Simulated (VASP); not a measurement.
# Mg (Im-3m) in VASP: further runs, part 2 of 2

VASP 6.6.1. Earlier steps stand in the parts before.

### 3 Single point, PBE (volume scaled by 0.6)

The input, INCAR:

```
SYSTEM = Mg
PREC = Accurate ; ENCUT = 600
EDIFF = 1E-6 ; ISMEAR = -1
SIGMA = 0.05 ; LREAL = .False.
LASPH = .True. ; NELM = 120
ALGO = Normal ; ISIF = 2
LWAVE = .False. ; LCHARG = .False.
GGA = PE ; NBANDS = 7
GGA_COMPAT = .False.
```

The input, KPOINTS:

```
Automatic mesh
0
Gamma
  17 17 17
  0 0 0
```

The input, POSCAR:

```
Mg
1.0
   -1.5096269710      1.5096269710      1.5096269710
    1.5096269710     -1.5096269710      1.5096269710
    1.5096269710      1.5096269710     -1.5096269710
Mg
1
Direct
    0.0000000000      0.0000000000      0.0000000000
```

Potentials or basis: VASP PAW PBE potentials, release 64 (Mg).

Started as:

```bash
cat potpaw_PBE.64/Mg/POTCAR > POTCAR
mpirun -np 1 vasp_std > vasp.out
```

Run time: 13 s. Hardware: 1 thread of AMD EPYC 7R43 (Zen 3), shared host; peak memory 0.11 GiB.

The run converged. Its results:

* Free energy: -0.5622 eV
* Pressure: 49.3 GPa
* Band gap on the k mesh: zero (band 1 reaches 9.25 eV, above the bottom of band 2 at 5.18 eV)

Levels at points of the mesh, in eV from the Fermi level:
| k point | band 1 | band 2 | band 3 | band 4 |
| --- | --- | --- | --- | --- |
| (0.00, 0.00, 0.00) | -9.48 | 16.89 | 16.89 | 16.89 |

### 4 Single point, PBE (volume scaled by 0.7)

The input, INCAR:

```
PREC = Accurate ; ENCUT = 600
EDIFF = 1E-6 ; ISMEAR = -1
SIGMA = 0.05 ; LREAL = False
LASPH = True ; NELM = 120
ALGO = Normal ; ISIF = 2
LWAVE = False ; LCHARG = True
GGA = PE ; LELF = True
LVHAR = True ; NBANDS = 7
GGA_COMPAT = False
```

The input, KPOINTS:

```
regular mesh
0
Gamma
  17 17 17
```

The input, POSCAR:

```
Mg
1.0
   -1.5892244679      1.5892244679      1.5892244679
    1.5892244679     -1.5892244679      1.5892244679
    1.5892244679      1.5892244679     -1.5892244679
Mg
1
Direct
    0.0000000000      0.0000000000      0.0000000000
```

Potentials or basis: VASP PAW PBE potentials, release 64 (Mg).

Started as:

```bash
cat potpaw_PBE.64/Mg/POTCAR > POTCAR
mpirun -np 1 vasp_std > vasp.out
```

OUTCAR:

```text
PREC = Accurate
   ENCUT = 600
   EDIFF = 1E-6
   ISMEAR = -1
   LREAL = False
   LASPH = True
   NELM = 120
   ISIF = 2
   GGA = PE

 ion  position               nearest neighbor table
   1  0.000  0.000  0.000-

  LATTYP: Found a body centered cubic cell.
 ALAT       =     3.1784489358

  Lattice vectors:

 A1 = (  -1.5892244679,   1.5892244679,   1.5892244679)
 A2 = (   1.5892244679,  -1.5892244679,   1.5892244679)
 A3 = (   1.5892244679,   1.5892244679,  -1.5892244679)

Analysis of symmetry for initial positions (statically):
=====================================================================
 Subroutine PRICEL returns:
 Original cell was already a primitive cell.

 Routine SETGRP: Setting up the symmetry group for a
 body centered cubic supercell.

 Subroutine GETGRP returns: Found 48 space group operations
 (whereof 48 operations were pure point group operations)
 out of a pool of 48 trial point group operations.

[... 153 lines left out ...]
  ---------------------------------------------------
  ext. energy  EPLUGINS =         0.00000000
  ---------------------------------------------------
  free energy    TOTEN  =        -1.07904614 eV

  energy without entropy =       -1.07678576  energy(sigma->0) =       -1.07791595

 E-fermi :   4.8653     XC(G=0):  -9.6774

 val. band max:        4.8577103146   @ k =  -0.4118  -0.4706   0.2353
 cond. band min:       4.9051983556   @ k =  -0.4118  -0.4118   0.0588
 fundamental gap:      0.0474880409
 Fermi energy:         4.8652525928

 k-point     1 :       0.0000    0.0000    0.0000
  band No.  band energies     occupation
      1      -3.8056      2.00000
      2      20.4771      0.00000
      3      20.4771      0.00000
      4      20.4771      0.00000
      5      22.9004      0.00000
      6      22.9004      0.00000
      7      24.4236      0.00000
[... 221 lines left out ...]
 k-point    24 :       0.1765    0.1765    0.0000
  band No.  band energies     occupation
      1      -1.0626      2.00000
      2      11.0522      0.00000
      3      12.5652      0.00000
      4      17.2833      0.00000
      5      20.5950      0.00000
      6      22.7566      0.00000
      7      26.1844      0.00000

 [... further k-points ...]
[... 5 lines left out ...]
  --------------------------------------------------------------------------------------
  -------------------------------------------------------------------------------------
  Total        2.5426042      2.5426042      2.5426042      0.0000000     -0.0000000      0.0000000
  in kB      253.7310560    253.7310560    253.7310560      0.0000000     -0.0000000      0.0000000
  external PRESSURE =     253.7310560 kB  Pullay stress =       0.0000000 kB

 VOLUME and BASIS-vectors are now :
 -----------------------------------------------------------------------------
  energy-cutoff  :      600.00
  volume of cell :       16.06
      direct lattice vectors                 reciprocal lattice vectors
    -1.589224468  1.589224468  1.589224468     0.000000000  0.314618866  0.314618866
     1.589224468 -1.589224468  1.589224468     0.314618866  0.000000000  0.314618866
     1.589224468  1.589224468 -1.589224468     0.314618866  0.314618866  0.000000000

 POSITION                                       TOTAL-FORCE (eV/Angst)
 -----------------------------------------------------------------------------------
      0.00000      0.00000      0.00000        -0.000000      0.000000     -0.000000
 -----------------------------------------------------------------------------------
    total drift:                               -0.000000      0.000000      0.000000

  FREE ENERGIE OF THE ION-ELECTRON SYSTEM (eV)
  ---------------------------------------------------
  free  energy   TOTEN  =        -1.0790461405 eV

  energy  without entropy=       -1.0767857645  energy(sigma->0) =       -1.07791595
```

Wall time 14 s (1 thread of AMD EPYC 7R43 (Zen 3), shared host); peak memory 0.12 GiB.

What came out:

```yaml
Free_energy: -1.0790 eV
Pressure: 25.4 GPa
Band_gap_on_the_k_mesh: zero (band 1 reaches 8.03 eV, above the bottom of band 2 at 4.02 eV)
```

Levels at points of the mesh, in eV from the Fermi level:
```
           k point  band 1  band 2  band 3  band 4
(0.00, 0.00, 0.00)   -8.67   15.61   15.61   15.61
```

### 5 Single point, PBE (volume scaled by 0.7)

The input, INCAR:

```
SYSTEM = Mg
PREC     = Accurate       ! precision mode
ENCUT    = 600            ! plane-wave cutoff, eV
EDIFF    = 1E-6           ! SCF threshold, eV
ISMEAR   = -1             ! smearing method
SIGMA    = 0.05           ! smearing width, eV
LREAL    = .False.        ! projectors in reciprocal space
LASPH    = .True.         ! aspherical terms in the spheres
NELM     = 120            ! most SCF steps
ALGO     = Normal         ! electronic algorithm
ISIF     = 2              ! what is computed and relaxed
LWAVE    = .False.        ! write WAVECAR
LCHARG   = .False.        ! write CHGCAR
GGA      = PE             ! functional
NBANDS   = 7              ! bands
GGA_COMPAT= .False.
```

The input, KPOINTS:

```
Automatic mesh
0
Gamma
  17 17 17
  0 0 0
```

POSCAR is that of step 4.

Potentials or basis: VASP PAW PBE potentials, release 64 (Mg).

Started as:

```bash
cat potpaw_PBE.64/Mg/POTCAR > POTCAR
mpirun -np 1 vasp_std > vasp.out
```

OUTCAR:

```text
SYSTEM = Mg
   PREC = Accurate
   ENCUT = 600
   EDIFF = 1E-6
   ISMEAR = -1
   LREAL = .False.
   LASPH = .True.
   NELM = 120
   ISIF = 2
   GGA = PE

 ion  position               nearest neighbor table
   1  0.000  0.000  0.000-

  LATTYP: Found a body centered cubic cell.
 ALAT       =     3.1784489358

  Lattice vectors:

 A1 = (  -1.5892244679,   1.5892244679,   1.5892244679)
 A2 = (   1.5892244679,  -1.5892244679,   1.5892244679)
 A3 = (   1.5892244679,   1.5892244679,  -1.5892244679)

[... 410 lines left out ...]
  band No.  band energies     occupation
      1      -1.0626      2.00000
      2      11.0522      0.00000
      3      12.5652      0.00000
      4      17.2833      0.00000
      5      20.5950      0.00000
      6      22.7566      0.00000
      7      26.1844      0.00000

 [... further k-points ...]
[... 5 lines left out ...]
  --------------------------------------------------------------------------------------
  -------------------------------------------------------------------------------------
  Total        2.5426042      2.5426042      2.5426042      0.0000000     -0.0000000      0.0000000
  in kB      253.7310560    253.7310560    253.7310560      0.0000000     -0.0000000      0.0000000
  external PRESSURE =     253.7310560 kB  Pullay stress =       0.0000000 kB

 VOLUME and BASIS-vectors are now :
 -----------------------------------------------------------------------------
  energy-cutoff  :      600.00
  volume of cell :       16.06
      direct lattice vectors                 reciprocal lattice vectors
    -1.589224468  1.589224468  1.589224468     0.000000000  0.314618866  0.314618866
     1.589224468 -1.589224468  1.589224468     0.314618866  0.000000000  0.314618866
     1.589224468  1.589224468 -1.589224468     0.314618866  0.314618866  0.000000000

 POSITION                                       TOTAL-FORCE (eV/Angst)
 -----------------------------------------------------------------------------------
      0.00000      0.00000      0.00000        -0.000000      0.000000     -0.000000
 -----------------------------------------------------------------------------------
    total drift:                               -0.000000      0.000000      0.000000

  FREE ENERGIE OF THE ION-ELECTRON SYSTEM (eV)
  ---------------------------------------------------
  free  energy   TOTEN  =        -1.0790461405 eV

  energy  without entropy=       -1.0767857645  energy(sigma->0) =       -1.07791595
```

stdout:

```text
POSCAR found type information on POSCAR Mg
 POSCAR found :  1 types and       1 ions
 scaLAPACK will be used
 LDA part: xc-table for (Slater+PW92), standard interpolation
 POSCAR, INCAR and KPOINTS ok, starting setup
 FFT: planning ... GRIDC
 FFT: planning ... GRID_SOFT
 FFT: planning ... GRID
 WAVECAR not read
 entering main loop
```

Wall time 14 s (1 thread of AMD EPYC 7R43 (Zen 3), shared host); peak memory 0.12 GiB.

Results:

```yaml
Free_energy: -1.0790 eV
Pressure: 25.4 GPa
Band_gap_on_the_k_mesh: zero (band 1 reaches 8.03 eV, above the bottom of band 2 at 4.02 eV)
```
